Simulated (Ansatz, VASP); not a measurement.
## S in VASP and in Ansatz

```xyz
4
Lattice="5.4355 0.0000 0.0000 0.0000 5.4355 0.0000 0.0000 0.0000 4.8102" Properties=species:S:1:pos:R:3 pbc="T T T"
S     1.7168    2.7178    2.4051
S     3.7187    2.7178    2.4051
S     2.7178    1.7168    0.0000
S     2.7178    3.7187    0.0000
```

Alike in both runs: functional PBE; k mesh 6 × 6 × 8; occupations gaussian, width 0.01 eV; no spin polarisation.

Ansatz relaxed the structure, and its values are those at the end. VASP's run is a single point on that final structure, the one shown.

|  | VASP | Ansatz |
| --- | --- | --- |
| version | VASP 6.6.1 | Ansatz 0.2.0 |
| potentials or method | VASP PAW PBE potentials, release 64 (S), cutoff 520 eV | scalar-relativistic, plane waves, PAW |
| valence electrons in the cell | 24 | 24 |

```tsv
	VASP	Ansatz	Ansatz less VASP
gap on the k mesh at the Fermi level (eV)	none	none	-
pressure (GPa)	-0.3	0.0	+0.30
rms of the force components (eV/Å)	0.097	0.001	-0.0964
```

A gap of «none» marks a metal or a gap that the smearing closes.
